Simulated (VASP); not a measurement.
Write the native input for VASP 6.6.1 that does the following.

```
Task                   : single point
Functional             : BLYP
Dispersion             : D3(BJ)
Potentials or basis    : VASP PAW PBE potentials, release 64 (Hg, Te)
Cutoff                 : 520 eV
k mesh                 : 4 × 4 × 4
Occupations            : gaussian, width 0.1 eV
Spin                   : no spin polarisation
Dipole correction      : no
Further INCAR settings : ALGO = Normal; EDIFF = 1e-07; NBANDS = 26
```

The structure of HgTe lies in POSCAR:

```
HgTe
1.0
    2.9982192279     -3.4062588961      0.0000000000
    2.9982192279      3.4062588961      0.0000000000
    0.0000000000      0.0000000000      5.4995518371
Hg Te
2 2
Direct
    0.3587547864      0.6412452136      0.7500000000
    0.6412452136      0.3587547864      0.2500000000
    0.8227851100      0.1772148900      0.7500000000
    0.1772148900      0.8227851100      0.2500000000
```

The input as run:

INCAR

```
SYSTEM = HgTe
AGGAC    = 1.0          
AGGAX    = 1.0          
ALDAC    = 0.0          
ALDAX    = 1.0          
ALGO     = Normal         ! electronic algorithm
EDIFF    = 1E-7           ! SCF threshold, eV
ENCUT    = 520            ! plane-wave cutoff, eV
GGA      = B5             ! functional
ISIF     = 2              ! what is computed and relaxed
ISMEAR   = 0              ! smearing method
IVDW     = 12             ! dispersion correction
LASPH    = .True.         ! aspherical terms in the spheres
LCHARG   = .False.        ! write CHGCAR
LREAL    = .False.        ! projectors in reciprocal space
LWAVE    = .False.        ! write WAVECAR
NBANDS   = 26             ! bands
NELM     = 60             ! most SCF steps
PREC     = Accurate       ! precision mode
SIGMA    = 0.1            ! smearing width, eV
VDW_A1   = 0.4298       
VDW_A2   = 4.2359       
VDW_S6   = 1.0          
VDW_S8   = 2.6996
```

KPOINTS

```
k-points
0
Gamma
  4 4 4
  0 0 0
```

Potentials or basis: VASP PAW PBE potentials, release 64 (Hg, Te).

Launch:

```bash
$ cat potpaw_PBE.64/Hg/POTCAR potpaw_PBE.64/Te/POTCAR > POTCAR
$ mpirun -np 1 vasp_std > vasp.out
```

It gave:

- Pressure: 0.3 GPa
- Largest force: 0.023 eV/Å
- Band gap on the k mesh: zero (bands 18 and 19 overlap by 1.81 eV)
- Dispersion energy per atom: -1.042 eV

Caveat: the dispersion term is far too large for a dense solid, which distorts pressure and volume; the PAW data sets were made with another functional, which shifts forces and pressure a little; spin-orbit coupling is left out, which moves the levels of the heavy elements.

Run time: 38 s on 1 thread of Intel(R) Xeon(R) 6975P-C (Granite Rapids), with other jobs on the host, peak memory 0.26 GiB.
